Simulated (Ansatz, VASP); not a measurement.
**Two plane-wave programs on NbN**

INCAR

```
PREC = Accurate
ENCUT = 600
EDIFF = 1E-6
ISMEAR = 0
SIGMA = 0.1
LREAL = False
LASPH = True
NELM = 80
ALGO = Normal
ISIF = 3
LWAVE = False
LCHARG = False
GGA = PE
IVDW = 12
IBRION = 2
NSW = 100
EDIFFG = -0.005
```

Contents of KPOINTS:

```
Automatic mesh
0
Gamma
  16 16 16
```

File POSCAR:

```
NbN
1.0
    0.0000000000      2.1945000000      2.1945000000
    2.1945000000      0.0000000000      2.1945000000
    2.1945000000      2.1945000000      0.0000000000
Nb N
1 1
Direct
    0.5000000000      0.5000000000      0.5000000000
    0.0000000000      0.0000000000      0.0000000000
```

Input for Ansatz:

```yaml
crystal:
  lattice:
    - [0.0, 2.1945, 2.1945]
    - [2.1945, 0.0, 2.1945]
    - [2.1945, 2.1945, 0.0]
  atoms:
    - { symbol: Nb, position: [0.5, 0.5, 0.5] }
    - { symbol: "N", position: [0.0, 0.0, 0.0] }
basis:
  ecutwfc: 420
kpoints:
  mp_grid: { grid: [16, 16, 16] }
hamiltonian:
  xc: pbe
  dispersion: d3bj
scf:
  occupations: { method: gaussian, width: 0.1 }
output:
  forces: true
  stress: true
  eigenvalues: true
relax:
  adjacent_minimum: "off"
  f_tol: 0.005
  max_steps: 80
  cell: { stress_tol: 0.05 }
```

Alike in both runs: task relaxation of cell and atoms; functional PBE; dispersion D3(BJ); k mesh 16 × 16 × 16; occupations gaussian, width 0.1 eV; no spin polarisation.

|  | VASP | Ansatz |
| --- | --- | --- |
| version | VASP 6.6.1 | Ansatz 0.2.0 |
| potentials or method | VASP PAW PBE potentials, release 64 (Nb_sv, N), cutoff 600 eV | scalar-relativistic, plane waves, PAW |
| valence electrons in the cell | 18 | 18 |

Ansatz gave:

- gap on the k mesh at the Fermi level, each at its own relaxed structure (eV): none
- relaxed volume (Å³/atom): 10.54
- relaxed cell length with the largest relative difference (Å): 3.101

What did VASP give for the same quantities?

gap on the k mesh at the Fermi level, each at its own relaxed structure (eV): none; relaxed volume (Å³/atom): 10.52; relaxed cell length with the largest relative difference (Å): 3.098.

A gap of «none» marks a metal or a gap that the smearing closes.

Noted on VASP's run: too few bands were computed for a metal, which touches its energy and stress.
